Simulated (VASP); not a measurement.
Set up this calculation in VASP 6.6.1, as the native input.

- Task: single point
- Functional: PBE
- Potentials or basis: VASP PAW PBE potentials, release 64 (Mo_sv)
- Cutoff: 520 eV
- k mesh: 10 × 10 × 10
- Occupations: fermi-dirac, width 0.15 eV
- Spin: no spin polarisation
- Dipole correction: no
- Further INCAR settings: ALGO = Normal; EDIFF = 1e-06; NBANDS = 13

The structure of Mo lies in POSCAR:

```
Mo
1.0
    0.0000000000      2.0150000000      2.0150000000
    2.0150000000      0.0000000000      2.0150000000
    2.0150000000      2.0150000000      0.0000000000
Mo
1
Direct
    0.0000000000      0.0000000000      0.0000000000
```

These files were run (other wordings do the same):

INCAR

```
SYSTEM = Mo
ALGO = Normal
EDIFF = 1E-6
ENCUT = 520
GGA = PE
ISIF = 2
ISMEAR = -1
LASPH = .TRUE.
LCHARG = .TRUE.
LELF = .TRUE.
LREAL = .FALSE.
LVHAR = .TRUE.
LWAVE = .FALSE.
NBANDS = 13
NELM = 60
PREC = Accurate
SIGMA = 0.15
```

KPOINTS

```
k-points
0
G
  10 10 10
  0 0 0
```

Potentials or basis: VASP PAW PBE potentials, release 64 (Mo_sv).

Launch:

```bash
$ cat potpaw_PBE.64/Mo_sv/POTCAR > POTCAR
$ mpirun -np 1 vasp_std > vasp.out
```

Results of the run:

```yaml
Pressure: -4.0 GPa
Band_gap_on_the_k_mesh: zero (band 7 reaches 15.34 eV, above the bottom of band 8 at 10.79 eV)
```

Run time: 9.9 s on 1 thread of Intel Xeon 8259CL, with other jobs on the host, peak memory 0.14 GiB.
